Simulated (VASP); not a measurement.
# B3Pd (P6/mmm) in VASP: notebook

Runs on B3Pd. Level: PBE. Tasks: single point.

Program: VASP 6.6.1. These are calculated values, not measurements. Logs are shortened: lines on timing, memory, paths and dates and some standing lists are left out, and cuts for length are marked.

## Step 1: The cell of the first run

It takes space group P6/mmm (No. 191, hexagonal). The conventional cell has a = 3.514 Å, b = 3.514 Å, c = 3.331 Å, α = 90.00°, β = 90.00°, γ = 120.00°. Within 2.3 Å of B (site symmetry mmm) lie 4 B at 1.76 Å. Within 3.2 Å of Pd (site symmetry 6/mmm) lie 12 B at 2.42 Å.

## Step 2: Single point, PBE

Input file INCAR:

```
SYSTEM = B3Pd
  ALGO = Normal
  EDIFF = 1E-6
  ENCUT = 500
  GGA = PE
  GGA_COMPAT = .False.
  ISIF = 2
  ISMEAR = 0
  LASPH = .True.
  LCHARG = .False.
  LREAL = .False.
  LWAVE = .False.
  NBANDS = 18
  NELM = 120
  PREC = Accurate
  SIGMA = 0.2
```

Input file KPOINTS:

```
k-points
0
Gamma
  7 7 4
  0 0 0
```

Input file POSCAR:

```
B3Pd
1.0
    3.5142177949      0.0000000000      0.0000000000
   -1.7571088975      3.0434018848      0.0000000000
    0.0000000000      0.0000000000      3.3308661132
B Pd
3 1
Direct
    0.5000000000      0.0000000000      0.5000000000
    0.0000000000      0.5000000000      0.5000000000
    0.5000000000      0.5000000000      0.5000000000
    0.0000000000      0.0000000000      0.0000000000
```

Potentials or basis: VASP PAW PBE potentials, release 64 (B, Pd).

Run with:

```
$ cat potpaw_PBE.64/B/POTCAR potpaw_PBE.64/Pd/POTCAR > POTCAR
$ mpirun -np 1 vasp_std > vasp.out
```

OUTCAR:

```text
SYSTEM = B3Pd
   EDIFF = 1E-6
   ENCUT = 500
   GGA = PE
   ISIF = 2
   ISMEAR = 0
   LASPH = .True.
   LREAL = .False.
   NELM = 120
   PREC = Accurate

 ion  position               nearest neighbor table
   1  0.500  0.000  0.500-   2 1.76   2 1.76   3 1.76   3 1.76   4 2.42   4 2.42   4 2.42   4 2.42

   2  0.000  0.500  0.500-   1 1.76   1 1.76   3 1.76   3 1.76   4 2.42   4 2.42   4 2.42   4 2.42

   3  0.500  0.500  0.500-   2 1.76   2 1.76   1 1.76   1 1.76   4 2.42   4 2.42   4 2.42   4 2.42

   4  0.000  0.000  0.000-   3 2.42   3 2.42   3 2.42   3 2.42   1 2.42   1 2.42   1 2.42   1 2.42
                             2 2.42   2 2.42   2 2.42   2 2.42

  LATTYP: Found a hexagonal cell.
 ALAT       =     3.5142177949
 C/A-ratio  =     0.9478257489

  Lattice vectors:

 A1 = (   3.5142177949,   0.0000000000,   0.0000000000)
 A2 = (  -1.7571088975,   3.0434018848,   0.0000000000)
 A3 = (   0.0000000000,   0.0000000000,   3.3308661132)

Analysis of symmetry for initial positions (statically):
=====================================================================
 Subroutine PRICEL returns:
 Original cell was already a primitive cell.

 Routine SETGRP: Setting up the symmetry group for a
 hexagonal supercell.

 Subroutine GETGRP returns: Found 24 space group operations
 (whereof 24 operations were pure point group operations)
 out of a pool of 24 trial point group operations.

The static configuration has the point symmetry D_6h.

Analysis of symmetry for dynamics (positions and initial velocities):
=====================================================================
 Subroutine PRICEL returns:
 Original cell was already a primitive cell.

 Routine SETGRP: Setting up the symmetry group for a
 hexagonal supercell.

 Subroutine GETGRP returns: Found 24 space group operations
 (whereof 24 operations were pure point group operations)
 out of a pool of 24 trial point group operations.

The dynamic configuration has the point symmetry D_6h.

 Subroutine INISYM returns: Found 24 space group operations
 (whereof 24 operations are pure point group operations),
 and found     1 'primitive' translations

----------------------------------------------------------------------------------------

                                     Primitive cell

  volume of cell :      35.6242
[... 91 lines left out ...]
   NELM   =    120;   NELMIN=  2; NELMDL= -5     # of ELM steps
   EDIFF  = 0.1E-05   stopping-criterion for ELM
   LREAL  =      F    real-space projection
   EDIFFG = 0.1E-04   stopping-criterion for IOM
   NSW    =      0    number of steps for IOM
   IBRION =     -1    ionic relax: 0-MD 1-quasi-New 2-CG
   NFREE  =      0    steps in history (QN), initial steepest desc. (CG)
   ISIF   =      2    stress and relaxation
   ISYM   =      2    0-nonsym 1-usesym 2-fastsym
   POTIM  = 0.5000    time-step for ionic-motion
   TEBEG  =    0.0;   TEEND  =   0.0 temperature during run
   PSTRESS=    0.0 pullay stress
   NELECT =      19.0000    total number of electrons
   NUPDOWN=      -1.0000    fix difference up-down
   EMIN   =  10.00;   EMAX   =-10.00  energy-range for DOS
   EFERMI =   0.00;   METHOD = LEGACY
   ISMEAR =     0;   SIGMA  =   0.20  broadening in eV -4-tet -1-fermi 0-gaus
   EFERMI_NEDOS =   21; number of points for ismear=-14 and -15
   IALGO  =     38    algorithm
   IMIX   =      4    mixing-type and parameters
     AMIX     =   0.40;   BMIX     =  1.00
     AMIX_MAG =   1.60;   BMIX_MAG =  1.00
  volume/ion in A,a.u.               =       8.91        60.10
  Fermi-wavevector in a.u.,A,eV,Ry     =   1.327632  2.508860 23.981713  1.762606
  Thomas-Fermi vector in A             =   2.456930
   LORBIT       =      0    0 simple, 1 ext, 2 COOP (PROOUT), +10 PAW based schemes
   GGA     = PE    functional components
   LHFCALC =     F    Hartree Fock is set to
   AEXX    =    0.0000 exact exchange contribution
   IVDW    =     0    specifies the selected vdW correction
   LEPSILON=     F    determine dielectric tensor
   LRPA    =     F    only Hartree local field effects (RPA)
 non-spin polarized calculation
 Gauss-broadening in eV      SIGMA  =   0.20
  energy-cutoff  :      500.00
  volume of cell :       35.62
 maximum number of plane-waves:       914
 NGX is ok and might be reduce to    28
   NGX = 13   NGY = 13   NGZ = 13

 number of electron      19.0000003 magnetization

 Free energy of the ion-electron system (eV)
  ---------------------------------------------------
  ext. energy  EPLUGINS =         0.00000000
  ---------------------------------------------------
  free energy    TOTEN  =       -24.17188453 eV

  energy without entropy =      -24.13565609  energy(sigma->0) =      -24.15377031

 E-fermi :   8.5452     XC(G=0): -12.4816

 val. band max:        8.5379060498   @ k =   0.2857   0.2857   0.5000
 cond. band min:       8.5460148422   @ k =   0.1429   0.1429   0.5000
 fundamental gap:      0.0081087924
 Fermi energy:         8.5452208579

 k-point     1 :       0.0000    0.0000    0.0000
  band No.  band energies     occupation
      1      -5.7272      2.00000
      2       1.6497      2.00000
      3       4.0090      2.00000
      4       4.3116      2.00000
      5       4.3116      2.00000
      6       5.1051      2.00000
[... 481 lines left out ...]
      5       3.7772      2.00000
      6       4.9659      2.00000
[... 10 lines left out ...]
     17      23.4242      0.00000
     18      23.7830      0.00000

------------------------ aborting loop because EDIFF is reached ----------------------------------------

  FORCE on cell =-STRESS in cart. coord.  units (eV):
  Direction    XX          YY          ZZ          XY          YZ          ZX
  --------------------------------------------------------------------------------------
  -------------------------------------------------------------------------------------
  Total        0.1534000      0.1534000     -0.0770736     -0.0000000     -0.0000000      0.0000000
  in kB        6.8990722      6.8990722     -3.4663415     -0.0000000     -0.0000000      0.0000000
  external PRESSURE =       3.4439343 kB  Pullay stress =       0.0000000 kB

 VOLUME and BASIS-vectors are now :
 -----------------------------------------------------------------------------
  energy-cutoff  :      500.00
  volume of cell :       35.62
      direct lattice vectors                 reciprocal lattice vectors
     3.514217795  0.000000000  0.000000000     0.284558345  0.164289837  0.000000000
    -1.757108897  3.043401885  0.000000000     0.000000000  0.328579674  0.000000000
     0.000000000  0.000000000  3.330866113     0.000000000  0.000000000  0.300222214

 POSITION                                       TOTAL-FORCE (eV/Angst)
 -----------------------------------------------------------------------------------
      1.75711      0.00000      1.66543         0.000000      0.000000      0.000000
     -0.87855      1.52170      1.66543         0.000000      0.000000      0.000000
      0.87855      1.52170      1.66543         0.000000      0.000000      0.000000
      0.00000      0.00000      0.00000        -0.000000      0.000000      0.000000
 -----------------------------------------------------------------------------------
    total drift:                                0.000000      0.000000      0.000000

  FREE ENERGIE OF THE ION-ELECTRON SYSTEM (eV)
  ---------------------------------------------------
  free  energy   TOTEN  =       -24.1718845331 eV

  energy  without entropy=      -24.1356560887  energy(sigma->0) =      -24.15377031
```

OSZICAR:

```text
N       E                     dE             d eps       ncg     rms          rms(c)
DAV:   1     0.671414314449E+02    0.67141E+02   -0.84364E+03   864   0.920E+02
DAV:   2    -0.247098618192E+02   -0.91851E+02   -0.85855E+02  1040   0.209E+02
DAV:   3    -0.274769212028E+02   -0.27671E+01   -0.27009E+01  1082   0.351E+01
DAV:   4    -0.274951707244E+02   -0.18250E-01   -0.18242E-01  1026   0.295E+00
DAV:   5    -0.274953837213E+02   -0.21300E-03   -0.21299E-03  1084   0.313E-01    0.153E+01
DAV:   6    -0.256981200639E+02    0.17973E+01   -0.19320E+01   918   0.410E+01    0.142E+01
DAV:   7    -0.242350527385E+02    0.14631E+01   -0.33827E+00   910   0.223E+01    0.404E+00
DAV:   8    -0.241863625630E+02    0.48690E-01   -0.31138E-01   954   0.478E+00    0.172E+00
DAV:   9    -0.241721032282E+02    0.14259E-01   -0.25996E-02   954   0.182E+00    0.240E-01
DAV:  10    -0.241718836502E+02    0.21958E-03   -0.22390E-03   964   0.331E-01    0.919E-02
DAV:  11    -0.241718832203E+02    0.42993E-06   -0.66887E-05  1046   0.598E-02    0.242E-02
DAV:  12    -0.241718845740E+02   -0.13538E-05   -0.53467E-06  1018   0.158E-02    0.631E-03
DAV:  13    -0.241718845331E+02    0.40910E-07   -0.15427E-06   796   0.919E-03
   1 F= -.24171885E+02 E0= -.24153770E+02  d E =-.362284E-01
```

It took 28 s on 1 thread of AMD EPYC 7R13, shared host; peak memory 0.13 GiB.

Results:

* Free energy: -24.1719 eV
* Pressure: 0.3 GPa

Caveat: the k points lie up to 0.47 Å⁻¹ apart.

## Step 3: Single point, PBE

Input file INCAR:

```
SYSTEM = B3Pd
ALGO = Normal
EDIFF = 1E-6
ENCUT = 500
GGA = PE
GGA_COMPAT = .FALSE.
ISIF = 2
ISMEAR = 0
LASPH = .TRUE.
LCHARG = .FALSE.
LREAL = .FALSE.
LWAVE = .FALSE.
NBANDS = 18
NELM = 120
PREC = Accurate
SIGMA = 0.1
```

Input file KPOINTS:

```
k-points
0
G
  6 6 6
  0 0 0
```

Input file POSCAR:

```
B3Pd
1.0
    3.5055342474      0.0000000000      0.0000000000
   -1.7527671237      3.0358817121      0.0000000000
    0.0000000000      0.0000000000      3.3490558902
B Pd
3 1
Direct
    0.5000000000      0.0000000000      0.5000000000
    0.0000000000      0.5000000000      0.5000000000
    0.5000000000      0.5000000000      0.5000000000
    0.0000000000      0.0000000000      0.0000000000
```

Potentials or basis: VASP PAW PBE potentials, release 64 (B, Pd).

Run with:

```
$ cat potpaw_PBE.64/B/POTCAR potpaw_PBE.64/Pd/POTCAR > POTCAR
$ mpirun -np 1 vasp_std > vasp.out
```

Wall time 29 s (1 thread of AMD EPYC 7R13, shared host); peak memory 0.13 GiB.

The run converged. Its results:

```yaml
Free_energy: -24.1678 eV
Pressure: -0.4 GPa
```

Stress tensor (GPa, compression positive):
```
 0.29  0.00  0.00
 0.00  0.29  0.00
 0.00  0.00 -1.69
```

Levels at points of the mesh, in eV from the Fermi level:
| k point | band 8 | band 9 | band 10 | band 11 | band 12 | band 13 |
| --- | --- | --- | --- | --- | --- | --- |
| (0.00, 0.00, 0.00) | -3.35 | -2.97 | -2.97 | 3.83 | 4.25 | 4.25 |
| (0.50, 0.00, 0.00) | -2.51 | -2.33 | 0.87 | 2.78 | 4.83 | 6.45 |
| (0.00, 0.00, 0.50) | -2.73 | 1.80 | 1.80 | 2.76 | 2.76 | 7.16 |
| (0.50, 0.00, 0.50) | -2.55 | -1.87 | -0.58 | 1.73 | 2.81 | 5.61 |
